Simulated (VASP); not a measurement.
# In3SbAs2 (P3m1) in VASP: further runs

The runs below take In3SbAs2 through single point, relaxation of cell and atoms, with PBE.

Program: VASP 6.6.1. These are calculated values, not measurements. Logs are shortened: lines on timing, memory, paths and dates and some standing lists are left out, and cuts for length are marked.

## 1. The cell of the first run

The structure is trigonal, space group P3m1 (No. 156). The conventional cell has a = 4.481 Å, b = 4.481 Å, c = 10.991 Å, α = 90.00°, β = 90.00°, γ = 120.00°. In (site symmetry 3m) has 4 As at 2.69 to 2.72 Å within 3.5 Å. In (site symmetry 3m) has 3 As at 2.72 Å and 1 Sb at 2.87 Å within 3.6 Å. Within 3.5 Å of In (site symmetry 3m) lie 1 As at 2.67 Å and 3 Sb at 2.80 Å. Within 3.7 Å of Sb (site symmetry 3m) lie 4 In at 2.80 to 2.87 Å. As (site symmetry 3m) has 4 In at 2.69 to 2.72 Å within 3.5 Å. As (site symmetry 3m) has 4 In at 2.67 to 2.72 Å within 3.5 Å.

## 2. Single point, PBE

Contents of INCAR:

```
SYSTEM = In3SbAs2
PREC = Accurate
ENCUT = 520
EDIFF = 1E-7
ISMEAR = 0
SIGMA = 0.1
LREAL = .False.
LASPH = .True.
NELM = 60
ALGO = Normal
ISIF = 2
LWAVE = .False.
LCHARG = .True.
GGA = PE
LELF = .True.
LVHAR = .True.
NBANDS = 36
```

Contents of KPOINTS:

```
regular mesh
0
Gamma
  12 12 4
  0 0 0
```

Contents of POSCAR:

```
In3SbAs2
1.0
    4.4810052879      0.0000000000      0.0000000000
   -2.2405026440      3.8806644138      0.0000000000
    0.0000000000      0.0000000000     10.9911254212
In Sb As
3 1 2
Direct
    0.0000000000      0.0000000000      0.0002483253
    0.3333333333      0.6666666667      0.6789539064
    0.6666666667      0.3333333333      0.3199504608
    0.3333333333      0.6666666667      0.4182062542
    0.0000000000      0.0000000000      0.7558661992
    0.6666666667      0.3333333333      0.0767748541
```

Potentials or basis: VASP PAW PBE potentials, release 64 (In_d, Sb, As).

Started as:

```sh
$ cat potpaw_PBE.64/In_d/POTCAR potpaw_PBE.64/Sb/POTCAR potpaw_PBE.64/As/POTCAR > POTCAR
$ mpirun -np 1 vasp_std > vasp.out
```

OUTCAR:

```text
SYSTEM = In3SbAs2
   PREC = Accurate
   ENCUT = 520
   EDIFF = 1E-7
   ISMEAR = 0
   LREAL = .False.
   LASPH = .True.
   NELM = 60
   ISIF = 2
   GGA = PE

 ion  position               nearest neighbor table
   1  0.000  0.000  0.000-   5 2.69   6 2.72   6 2.72   6 2.72
   2  0.333  0.667  0.679-   5 2.72   5 2.72   5 2.72   4 2.87
   3  0.667  0.333  0.320-   6 2.67   4 2.80   4 2.80   4 2.80
   4  0.333  0.667  0.418-   3 2.80   3 2.80   3 2.80   2 2.87
   5  0.000  0.000  0.756-   1 2.69   2 2.72   2 2.72   2 2.72
   6  0.667  0.333  0.077-   3 2.67   1 2.72   1 2.72   1 2.72

  LATTYP: Found a hexagonal cell.
 ALAT       =     4.4810052879
 C/A-ratio  =     2.4528258092

  Lattice vectors:

 A1 = (   4.4810052879,   0.0000000000,   0.0000000000)
 A2 = (  -2.2405026440,   3.8806644138,   0.0000000000)
 A3 = (   0.0000000000,   0.0000000000,  10.9911254212)

Analysis of symmetry for initial positions (statically):
=====================================================================
 Subroutine PRICEL returns:
 Original cell was already a primitive cell.

 Routine SETGRP: Setting up the symmetry group for a
 hexagonal supercell.

 Subroutine GETGRP returns: Found  6 space group operations
 (whereof  6 operations were pure point group operations)
 out of a pool of 24 trial point group operations.

The static configuration has the point symmetry C_3v.

Analysis of symmetry for dynamics (positions and initial velocities):
=====================================================================
 Subroutine PRICEL returns:
 Original cell was already a primitive cell.

 Routine SETGRP: Setting up the symmetry group for a
 hexagonal supercell.

 Subroutine GETGRP returns: Found  6 space group operations
 (whereof  6 operations were pure point group operations)
 out of a pool of 24 trial point group operations.

The dynamic configuration has the point symmetry C_3v.

 Subroutine INISYM returns: Found  6 space group operations
 (whereof  6 operations are pure point group operations),
 and found     1 'primitive' translations

----------------------------------------------------------------------------------------

                                     Primitive cell

  volume of cell :     191.1277

  direct lattice vectors                    reciprocal lattice vectors
     4.481005288  0.000000000  0.000000000     0.223164209  0.128843916  0.000000000
    -2.240502644  3.880664414  0.000000000     0.000000000  0.257687832  0.000000000
     0.000000000  0.000000000 10.991125421     0.000000000  0.000000000  0.090982494

  length of vectors
     4.481005288  4.481005288 10.991125421     0.257687832  0.257687832  0.090982494

  position of ions in fractional coordinates (direct lattice)
     0.000000000  0.000000000  0.000248325
     0.333333333  0.666666667  0.678953906
     0.666666667  0.333333333  0.319950461
     0.333333333  0.666666667  0.418206254
     0.000000000  0.000000000  0.755866199
     0.666666667  0.333333333  0.076774854

  ion indices of the primitive-cell ions
   primitive index   ion index
                 1           1
                 2           2
                 3           3
                 4           4
                 5           5
                 6           6

----------------------------------------------------------------------------------------

 KPOINTS: regular mesh

Automatic generation of k-mesh.
 Grid dimensions read from file:
 generate k-points for:   12   12    4

 Generating k-lattice:

  Cartesian coordinates                     Fractional coordinates (reciprocal lattice)
     0.018597017  0.010736993  0.000000000     0.083333333  0.000000000  0.000000000
     0.000000000  0.021473986  0.000000000     0.000000000  0.083333333  0.000000000
     0.000000000  0.000000000  0.022745623     0.000000000  0.000000000  0.250000000

  Length of vectors
     0.021473986  0.021473986  0.022745623

  Shift w.r.t. Gamma in fractional coordinates (k-lattice)
     0.000000000  0.000000000  0.000000000

 Subroutine IBZKPT returns following result:
 ===========================================

 Found     69 irreducible k-points:

 Following reciprocal coordinates:
            Coordinates               Weight
  0.000000  0.000000  0.000000      1.000000
  0.083333  0.000000  0.000000      6.000000
  0.166667 -0.000000  0.000000      6.000000
  0.250000 -0.000000  0.000000      6.000000
  0.333333  0.000000  0.000000      6.000000
  0.416667  0.000000  0.000000      6.000000
[... 16 lines left out ...]
  0.166667 -0.000000  0.250000      6.000000
  0.000000  0.166667  0.250000      6.000000
 [... further k-points ...]
   k-points           NKPTS =     69   k-points in BZ     NKDIM =     69   number of bands    NBANDS=     36
   number of dos      NEDOS =    301   number of ions     NIONS =      6
   total plane-waves  NPLWV = 108864
   dimension x,y,z NGX =    36 NGY =   36 NGZ =   84
   dimension x,y,z NGXF=    72 NGYF=   72 NGZF=  168
   ions per type =               3   1   2
   NGX,Y,Z   is equivalent  to a cutoff of  13.36, 13.36, 12.71 a.u.
   NGXF,Y,Z  is equivalent  to a cutoff of  26.71, 26.71, 25.41 a.u.
 SYSTEM =  In3SbAs2
   PREC   = accura    normal or accurate (medium, high low for compatibility)
   ISTART =      0    job   : 0-new  1-cont  2-samecut
   ICHARG =      2    charge: 1-file 2-atom 10-const
   ISPIN  =      1    spin polarized calculation?
   LNONCOLLINEAR =      F non collinear calculations
   LSORBIT =      F    spin-orbit coupling
   LASPH  =      T    aspherical Exc in radial PAW
   ENCUT  =  520.0 eV  38.22 Ry    6.18 a.u.   8.33  8.33 20.44*2*pi/ulx,y,z
   NELM   =     60;   NELMIN=  2; NELMDL= -5     # of ELM steps
   EDIFF  = 0.1E-06   stopping-criterion for ELM
   LREAL  =      F    real-space projection
   EDIFFG = 0.1E-05   stopping-criterion for IOM
   NSW    =      0    number of steps for IOM
   IBRION =     -1    ionic relax: 0-MD 1-quasi-New 2-CG
   NFREE  =      0    steps in history (QN), initial steepest desc. (CG)
   ISIF   =      2    stress and relaxation
   ISYM   =      2    0-nonsym 1-usesym 2-fastsym
   POTIM  = 0.5000    time-step for ionic-motion
   TEBEG  =    0.0;   TEEND  =   0.0 temperature during run
   PSTRESS=    0.0 pullay stress
   NELECT =      54.0000    total number of electrons
   NUPDOWN=      -1.0000    fix difference up-down
   EMIN   =  10.00;   EMAX   =-10.00  energy-range for DOS
   EFERMI =   0.00;   METHOD = LEGACY
   ISMEAR =     0;   SIGMA  =   0.10  broadening in eV -4-tet -1-fermi 0-gaus
   EFERMI_NEDOS =   21; number of points for ismear=-14 and -15
   IALGO  =     38    algorithm
   IMIX   =      4    mixing-type and parameters
     AMIX     =   0.40;   BMIX     =  1.00
     AMIX_MAG =   1.60;   BMIX_MAG =  1.00
  volume/ion in A,a.u.               =      31.85       214.97
  Fermi-wavevector in a.u.,A,eV,Ry     =   1.074232  2.030005 15.700782  1.153975
  Thomas-Fermi vector in A             =   2.210055
   LORBIT       =      0    0 simple, 1 ext, 2 COOP (PROOUT), +10 PAW based schemes
   GGA     = PE    functional components
   LHFCALC =     F    Hartree Fock is set to
   AEXX    =    0.0000 exact exchange contribution
   IVDW    =     0    specifies the selected vdW correction
   LEPSILON=     F    determine dielectric tensor
   LRPA    =     F    only Hartree local field effects (RPA)
 non-spin polarized calculation
 Gauss-broadening in eV      SIGMA  =   0.10
  energy-cutoff  :      520.00
  volume of cell :      191.13
 maximum number of plane-waves:      5188
 NGX is ok and might be reduce to    36
   NGX = 17   NGY = 17   NGZ = 41

 number of electron      54.0000000 magnetization

 Free energy of the ion-electron system (eV)
  ---------------------------------------------------
  ext. energy  EPLUGINS =         0.00000000
  ---------------------------------------------------
  free energy    TOTEN  =       -22.26313262 eV

  energy without entropy =      -22.26226659  energy(sigma->0) =      -22.26269961

 E-fermi :   4.3422     XC(G=0):  -8.6517

 val. band max:        4.3092963103   @ k =   0.0000   0.0000   0.0000
 cond. band min:       4.4007454304   @ k =   0.0000   0.0000   0.2500
 fundamental gap:      0.0914491201
 Fermi energy:         4.3421680192

 k-point     1 :       0.0000    0.0000    0.0000
  band No.  band energies     occupation
      1     -10.4281      2.00000
      2     -10.3822      2.00000
      3     -10.3621      2.00000
      4     -10.3621      2.00000
      5     -10.3336      2.00000
      6     -10.3336      2.00000
[... 28 lines left out ...]
     35       8.3362      0.00000
     36       8.4428      0.00000

 k-point     2 :       0.0833    0.0000    0.0000
  band No.  band energies     occupation
      1     -10.4304      2.00000
      2     -10.3832      2.00000
      3     -10.3632      2.00000
      4     -10.3603      2.00000
      5     -10.3344      2.00000
      6     -10.3314      2.00000
[... 28 lines left out ...]
     35       8.3763      0.00000
     36       8.4012      0.00000

 k-point     3 :       0.1667   -0.0000    0.0000
  band No.  band energies     occupation
      1     -10.4375      2.00000
      2     -10.3874      2.00000
      3     -10.3664      2.00000
      4     -10.3556      2.00000
      5     -10.3339      2.00000
      6     -10.3257      2.00000
[... 28 lines left out ...]
     35       8.4779      0.00000
     36       8.6768      0.00000
[... 742 lines left out ...]
 k-point    23 :       0.1667   -0.0000    0.2500
  band No.  band energies     occupation
      1     -10.4376      2.00000
      2     -10.3874      2.00000
      3     -10.3664      2.00000
      4     -10.3556      2.00000
      5     -10.3338      2.00000
      6     -10.3257      2.00000
[... 28 lines left out ...]
     35       8.3283      0.00000
     36       8.9052      0.00000

 k-point    24 :       0.0000    0.1667    0.2500
  band No.  band energies     occupation
      1     -10.4377      2.00000
      2     -10.3870      2.00000
      3     -10.3666      2.00000
      4     -10.3554      2.00000
      5     -10.3338      2.00000
      6     -10.3258      2.00000
[... 28 lines left out ...]
     35       8.5422      0.00000
     36       8.5903      0.00000

 [... further k-points ...]

------------------------ aborting loop because EDIFF is reached ----------------------------------------

  FORCE on cell =-STRESS in cart. coord.  units (eV):
  Direction    XX          YY          ZZ          XY          YZ          ZX
  --------------------------------------------------------------------------------------
  -------------------------------------------------------------------------------------
  Total        0.0105185      0.0105185      0.0272127     -0.0000000      0.0000000      0.0000000
  in kB        0.0881741      0.0881741      0.2281178     -0.0000000      0.0000000      0.0000000
  external PRESSURE =       0.1348220 kB  Pullay stress =       0.0000000 kB

 VOLUME and BASIS-vectors are now :
 -----------------------------------------------------------------------------
  energy-cutoff  :      520.00
  volume of cell :      191.13
      direct lattice vectors                 reciprocal lattice vectors
     4.481005288  0.000000000  0.000000000     0.223164209  0.128843916  0.000000000
    -2.240502644  3.880664414  0.000000000     0.000000000  0.257687832  0.000000000
     0.000000000  0.000000000 10.991125421     0.000000000  0.000000000  0.090982494

 POSITION                                       TOTAL-FORCE (eV/Angst)
 -----------------------------------------------------------------------------------
      0.00000      0.00000      0.00273         0.000000      0.000000      0.003190
     -0.00000      2.58711      7.46247        -0.000000     -0.000000     -0.004153
      2.24050      1.29355      3.51662        -0.000000     -0.000000      0.012864
     -0.00000      2.58711      4.59656         0.000000     -0.000000     -0.007652
      0.00000      0.00000      8.30782         0.000000     -0.000000     -0.003071
      2.24050      1.29355      0.84384        -0.000000     -0.000000     -0.001178
 -----------------------------------------------------------------------------------
    total drift:                                0.000000     -0.000000      0.000500

  FREE ENERGIE OF THE ION-ELECTRON SYSTEM (eV)
  ---------------------------------------------------
  free  energy   TOTEN  =       -22.2631326213 eV

  energy  without entropy=      -22.2622665931  energy(sigma->0) =      -22.26269961
```

Run time: 4 min. Hardware: 1 thread of Intel Xeon 6975P-C (Granite Rapids), shared host; peak memory 0.62 GiB.

Results:

* Free energy: -22.2631 eV
* Pressure: 0.0 GPa
* Largest force: 0.013 eV/Å
* Band gap on the k mesh: zero (filled and empty bands touch)

Forces in eV/Å, atoms in the order of the input:
```
In   0.000  0.000  0.003
In   0.000  0.000 -0.004
In   0.000  0.000  0.013
Sb   0.000  0.000 -0.008
As   0.000  0.000 -0.003
As   0.000  0.000 -0.001
```

Caveat: semilocal functionals underestimate gaps, so a narrow gap can read as zero; spin-orbit coupling is left out, which moves the levels of the heavy elements.

(Part 1 of 2 ends here.)
